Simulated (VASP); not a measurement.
# LiIn6P6 (a cell with a defect) in VASP: single point with PBE

Aim: the single point of LiIn6P6 (a cell with a defect) with PBE.

All numbers are computed with VASP 6.6.1; they aren't measurements. Logs are shortened: lines on timing, memory, paths and dates and some standing lists are left out, and cuts for length are marked.

**1. The cell of the first run**

The cell holds a defect, 13 atoms: a = 7.300 Å, b = 7.300 Å, c = 7.300 Å, α = 80.41°, β = 70.53°, γ = 60.00°.

**2. Single point, PBE**

Input file INCAR:

```
  PREC = Accurate
  ENCUT = 650
  EDIFF = 1E-6
  ISMEAR = 0
  SIGMA = 0.05
  LREAL = F
  LASPH = T
  NELM = 120
  ALGO = Normal
  ISIF = 2
  LWAVE = F
  LCHARG = F
  GGA = PE
  NBANDS = 68
  GGA_COMPAT = F
```

Input file KPOINTS:

```
Automatic mesh
0
Gamma
  4 4 4
```

Input file POSCAR:

```
LiIn6P6
1.0
   -5.9603641396     -2.9801820698     -2.9801820698
   -2.9801820698     -5.9603641396      2.9801820698
   -5.9603641396      2.9801820698      2.9801820698
In P Li
6 6 1
Direct
    0.6579569960      0.6690416912     -0.0045158030
    0.3269986872      0.3309583088     -0.0045158030
   -0.0127320704      0.0000000000      0.0280960482
    0.7923701037      0.3693056114      0.5035756114
    0.5166663753      1.0000000000      0.4963490889
    0.1616757151      0.6306943886      0.5035756114
    0.5103092904      0.6890009297      0.3727559420
    0.1993102201      0.3109990703      0.3727559420
    0.8824065300      0.0000000000      0.3952138455
    0.7054235232      0.3275197764      0.8801118218
    0.3629991982      0.0000000000      0.8707384210
    0.0329432996      0.6724802236      0.8801118218
    0.1136721315      0.0000000000     -0.3775858812
```

Potentials or basis: VASP PAW PBE potentials, release 64 (In_d, P, Li_sv).

The run is started by

```bash
$ cat potpaw_PBE.64/In_d/POTCAR potpaw_PBE.64/P/POTCAR potpaw_PBE.64/Li_sv/POTCAR > POTCAR
$ mpirun -np 1 vasp_std > vasp.out
```

OUTCAR:

```text
PREC = Accurate
   ENCUT = 650
   EDIFF = 1E-6
   ISMEAR = 0
   LREAL = F
   LASPH = T
   NELM = 120
   ISIF = 2
   GGA = PE

 ion  position               nearest neighbor table
   1  0.658  0.669  0.995-  11 2.58  10 2.59  12 2.59   7 2.60
   2  0.327  0.331  0.995-  11 2.58  12 2.59  10 2.59   8 2.60
   3  0.987  0.000  0.028-   9 2.53  11 2.60  10 2.61  12 2.61  13 2.79   5 3.96
   4  0.792  0.369  0.504-   7 2.52  10 2.61   8 2.63   9 2.63  13 2.79   5 4.00   6 4.01   6 4.01

   5  0.517  0.000  0.496-   9 2.52  11 2.59   7 2.61   8 2.61  13 2.77   3 3.96   6 4.00   4 4.00

   6  0.162  0.631  0.504-   8 2.52  12 2.61   7 2.63   9 2.63  13 2.79   5 4.00   4 4.01   4 4.01

   7  0.510  0.689  0.373-   4 2.52   1 2.60   5 2.61   6 2.63
   8  0.199  0.311  0.373-   6 2.52   2 2.60   5 2.61   4 2.63
   9  0.882  0.000  0.395-   5 2.52   3 2.53   4 2.63   6 2.63  13 2.73
  10  0.705  0.328  0.880-   1 2.59   2 2.59   4 2.61   3 2.61
  11  0.363  0.000  0.871-   1 2.58   2 2.58   5 2.59   3 2.60
  12  0.033  0.672  0.880-   2 2.59   1 2.59   6 2.61   3 2.61
  13  0.114  0.000  0.622-   9 2.73   5 2.77   6 2.79   4 2.79   3 2.79

  LATTYP: Found a base centered monoclinic cell.
 ALAT       =     7.2999254116
 B/A-ratio  =     1.7320508076
 C/A-ratio  =     1.0000000000
 COS(beta)  =    -0.3333333333

  Lattice vectors:

 A1 = (   2.9801820698,  -2.9801820698,   5.9603641396)
 A2 = (   2.9801820698,   5.9603641396,  -2.9801820698)
 A3 = (  -5.9603641396,   2.9801820698,   2.9801820698)

Analysis of symmetry for initial positions (statically):
=====================================================================
 Subroutine PRICEL returns:
 Original cell was already a primitive cell.

 Routine SETGRP: Setting up the symmetry group for a
 base centered monoclinic supercell.

 Subroutine GETGRP returns: Found  2 space group operations
 (whereof  2 operations were pure point group operations)
 out of a pool of  4 trial point group operations.

The static configuration has the point symmetry C_1h.

Analysis of symmetry for dynamics (positions and initial velocities):
=====================================================================
 Subroutine PRICEL returns:
 Original cell was already a primitive cell.

 Routine SETGRP: Setting up the symmetry group for a
 base centered monoclinic supercell.

 Subroutine GETGRP returns: Found  2 space group operations
 (whereof  2 operations were pure point group operations)
 out of a pool of  4 trial point group operations.

The dynamic configuration has the point symmetry C_1h.

 Subroutine INISYM returns: Found  2 space group operations
 (whereof  2 operations are pure point group operations),
 and found     1 'primitive' translations

----------------------------------------------------------------------------------------

                                     Primitive cell

  volume of cell :     317.6213

  direct lattice vectors                    reciprocal lattice vectors
    -5.960364140 -2.980182070 -2.980182070    -0.083887492 -0.027962497 -0.139812487
    -2.980182070 -5.960364140  2.980182070     0.000000000 -0.111849990  0.111849990
    -5.960364140  2.980182070  2.980182070    -0.083887492  0.083887492  0.083887492

  length of vectors
     7.299925412  7.299925412  7.299925412     0.165428365  0.158179772  0.145297399

  position of ions in fractional coordinates (direct lattice)
     0.657956996  0.669041691  0.995484197
     0.326998687  0.330958309  0.995484197
     0.987267930  0.000000000  0.028096048
     0.792370104  0.369305611  0.503575611
     0.516666375  0.000000000  0.496349089
     0.161675715  0.630694389  0.503575611
     0.510309290  0.689000930  0.372755942
     0.199310220  0.310999070  0.372755942
     0.882406530  0.000000000  0.395213846
     0.705423523  0.327519776  0.880111822
     0.362999198  0.000000000  0.870738421
     0.032943300  0.672480224  0.880111822
     0.113672132  0.000000000  0.622414119

  ion indices of the primitive-cell ions
   primitive index   ion index
                 1           1
                 2           2
                 3           3
                 4           4
                 5           5
                 6           6
                 7           7
                 8           8
                 9           9
                10          10
                11          11
                12          12
                13          13

----------------------------------------------------------------------------------------

 KPOINTS: Automatic mesh

Automatic generation of k-mesh.
 Grid dimensions read from file:
 generate k-points for:    4    4    4

 Generating k-lattice:

  Cartesian coordinates                     Fractional coordinates (reciprocal lattice)
    -0.020971873 -0.006990624 -0.034953122     0.250000000  0.000000000  0.000000000
     0.000000000 -0.027962497  0.027962497     0.000000000  0.250000000  0.000000000
    -0.020971873  0.020971873  0.020971873     0.000000000  0.000000000  0.250000000

  Length of vectors
     0.041357091  0.039544943  0.036324350

  Shift w.r.t. Gamma in fractional coordinates (k-lattice)
     0.000000000  0.000000000  0.000000000

 Subroutine IBZKPT returns following result:
 ===========================================

 Found     24 irreducible k-points:

 Following reciprocal coordinates:
            Coordinates               Weight
  0.000000  0.000000  0.000000      1.000000
  0.250000 -0.000000 -0.000000      4.000000
  0.500000 -0.000000 -0.000000      2.000000
  0.000000  0.250000  0.000000      2.000000
  0.500000  0.250000 -0.000000      2.000000
 -0.250000  0.250000  0.000000      4.000000
[... 16 lines left out ...]
 -0.250000  0.250000  0.500000      4.000000
  0.000000  0.500000  0.500000      1.000000
   k-points           NKPTS =     24   k-points in BZ     NKDIM =     24   number of bands    NBANDS=     68
   number of dos      NEDOS =    301   number of ions     NIONS =     13
   total plane-waves  NPLWV = 262144
   dimension x,y,z NGX =    64 NGY =   64 NGZ =   64
   dimension x,y,z NGXF=   128 NGYF=  128 NGZF=  128
   ions per type =               6   6   1
   NGX,Y,Z   is equivalent  to a cutoff of  14.58, 14.58, 14.58 a.u.
   NGXF,Y,Z  is equivalent  to a cutoff of  29.15, 29.15, 29.15 a.u.
 SYSTEM =  unknown system
   PREC   = accura    normal or accurate (medium, high low for compatibility)
   ISTART =      0    job   : 0-new  1-cont  2-samecut
   ICHARG =      2    charge: 1-file 2-atom 10-const
   ISPIN  =      1    spin polarized calculation?
   LNONCOLLINEAR =      F non collinear calculations
   LSORBIT =      F    spin-orbit coupling
   LASPH  =      T    aspherical Exc in radial PAW
   ENCUT  =  650.0 eV  47.77 Ry    6.91 a.u.  15.18 15.18 15.18*2*pi/ulx,y,z
   NELM   =    120;   NELMIN=  2; NELMDL= -5     # of ELM steps
   EDIFF  = 0.1E-05   stopping-criterion for ELM
   LREAL  =      F    real-space projection
   EDIFFG = 0.1E-04   stopping-criterion for IOM
   NSW    =      0    number of steps for IOM
   IBRION =     -1    ionic relax: 0-MD 1-quasi-New 2-CG
   NFREE  =      0    steps in history (QN), initial steepest desc. (CG)
   ISIF   =      2    stress and relaxation
   ISYM   =      2    0-nonsym 1-usesym 2-fastsym
   POTIM  = 0.5000    time-step for ionic-motion
   TEBEG  =    0.0;   TEEND  =   0.0 temperature during run
   PSTRESS=    0.0 pullay stress
   NELECT =     111.0000    total number of electrons
   NUPDOWN=      -1.0000    fix difference up-down
   EMIN   =  10.00;   EMAX   =-10.00  energy-range for DOS
   EFERMI =   0.00;   METHOD = LEGACY
   ISMEAR =     0;   SIGMA  =   0.05  broadening in eV -4-tet -1-fermi 0-gaus
   EFERMI_NEDOS =   21; number of points for ismear=-14 and -15
   IALGO  =     38    algorithm
   IMIX   =      4    mixing-type and parameters
     AMIX     =   0.40;   BMIX     =  1.00
     AMIX_MAG =   1.60;   BMIX_MAG =  1.00
  volume/ion in A,a.u.               =      24.43       164.88
  Fermi-wavevector in a.u.,A,eV,Ry     =   1.153133  2.179105 18.091870  1.329715
  Thomas-Fermi vector in A             =   2.289779
   LORBIT       =      0    0 simple, 1 ext, 2 COOP (PROOUT), +10 PAW based schemes
   GGA     = PE    functional components
   LHFCALC =     F    Hartree Fock is set to
   AEXX    =    0.0000 exact exchange contribution
   IVDW    =     0    specifies the selected vdW correction
   LEPSILON=     F    determine dielectric tensor
   LRPA    =     F    only Hartree local field effects (RPA)
 non-spin polarized calculation
 Gauss-broadening in eV      SIGMA  =   0.05
  energy-cutoff  :      650.00
  volume of cell :      317.62
 maximum number of plane-waves:     11988
 NGX is ok and might be reduce to    64
   NGX = 31   NGY = 31   NGZ = 31

 number of electron     111.0000000 magnetization

 Free energy of the ion-electron system (eV)
  ---------------------------------------------------
  ext. energy  EPLUGINS =         0.00000000
  ---------------------------------------------------
  free energy    TOTEN  =       -51.82219646 eV

  energy without entropy =      -51.81863562  energy(sigma->0) =      -51.82041604

 E-fermi :   6.5652     XC(G=0):  -9.2402

 val. band max:        6.5615838119   @ k =   0.5000   0.2500   0.5000
 cond. band min:       6.5702233367   @ k =   0.5000   0.2500   0.5000
 fundamental gap:      0.0086395248
 Fermi energy:         6.5652404409

 k-point     1 :       0.0000    0.0000    0.0000
  band No.  band energies     occupation
      1     -41.5015      2.00000
      2      -9.3504      2.00000
      3      -9.3205      2.00000
      4      -9.2917      2.00000
      5      -9.2652      2.00000
      6      -9.2535      2.00000
[... 59 lines left out ...]
     66       9.0739      0.00000
     67       9.2213      0.00000
[... 1608 lines left out ...]
     66       8.8499      0.00000
     67       9.1297      0.00000
 [bands above 67 left out]

------------------------ aborting loop because EDIFF is reached ----------------------------------------

  FORCE on cell =-STRESS in cart. coord.  units (eV):
  Direction    XX          YY          ZZ          XY          YZ          ZX
  --------------------------------------------------------------------------------------
  -------------------------------------------------------------------------------------
  Total        4.4761692      4.5860744      4.5860744     -0.1705352     -0.5022160     -0.1705352
  in kB       22.5791424     23.1335368     23.1335368     -0.8602309     -2.5333284     -0.8602310
  external PRESSURE =      22.9487387 kB  Pullay stress =       0.0000000 kB

 VOLUME and BASIS-vectors are now :
 -----------------------------------------------------------------------------
  energy-cutoff  :      650.00
  volume of cell :      317.62
      direct lattice vectors                 reciprocal lattice vectors
    -5.960364140 -2.980182070 -2.980182070    -0.083887492 -0.027962497 -0.139812487
    -2.980182070 -5.960364140  2.980182070     0.000000000 -0.111849990  0.111849990
    -5.960364140  2.980182070  2.980182070    -0.083887492  0.083887492  0.083887492

 POSITION                                       TOTAL-FORCE (eV/Angst)
 -----------------------------------------------------------------------------------
    -11.84898     -2.98184      2.99976        -0.002194      0.002217      0.002329
     -8.86880      0.01958      2.97852        -0.002194      0.002329      0.002217
     -6.05194     -2.85851     -2.85851        -0.008262      0.004630      0.004630
     -8.82491     -3.06186      0.23994         0.005792     -0.004961     -0.000678
     -6.03794     -0.06055     -0.06055        -0.020975     -0.010506     -0.010506
     -5.84472     -2.74024      2.89851         0.005792     -0.000678     -0.004961
     -7.31674     -4.51663      1.64341         0.006028      0.013940     -0.015861
     -4.33656     -1.33677      1.44373         0.006028     -0.015861      0.013940
     -7.61508     -1.45192     -1.45192         0.005891      0.003162      0.003162
    -10.42644     -1.43153      1.49667        -0.004423     -0.005724      0.006138
     -7.35353      1.51316      1.51316         0.005160      0.004052      0.004052
     -7.44625     -1.48351      4.52883        -0.004423      0.006138     -0.005724
     -4.38734      1.51614      1.51614         0.007780      0.001260      0.001260
 -----------------------------------------------------------------------------------
    total drift:                               -0.000506     -0.000043     -0.000046

  FREE ENERGIE OF THE ION-ELECTRON SYSTEM (eV)
  ---------------------------------------------------
  free  energy   TOTEN  =       -51.8221964611 eV

  energy  without entropy=      -51.8186356199  energy(sigma->0) =      -51.82041604
```

Run time: 40 min. Hardware: 1 thread of Intel Xeon 8259CL, shared host; peak memory 0.89 GiB.

What came out:

| Property | Result |
| --- | --- |
| Free energy | -51.8222 eV |
| Pressure | 2.3 GPa |
| Largest force | 0.026 eV/Å |
| Band gap on the k mesh | zero (an odd number of electrons rules out a gap without spin polarisation) |

Forces in eV/Å, atoms in the order of the input:
```
In  -0.002  0.002  0.002
In  -0.002  0.002  0.002
In  -0.008  0.005  0.005
In   0.006 -0.005 -0.001
In  -0.021 -0.011 -0.011
In   0.006 -0.001 -0.005
P    0.006  0.014 -0.016
P    0.006 -0.016  0.014
P    0.006  0.003  0.003
P   -0.004 -0.006  0.006
P    0.005  0.004  0.004
P   -0.004  0.006 -0.006
Li   0.008  0.001  0.001
```

Caveat: spin-orbit coupling is left out, which moves the levels of the heavy elements.
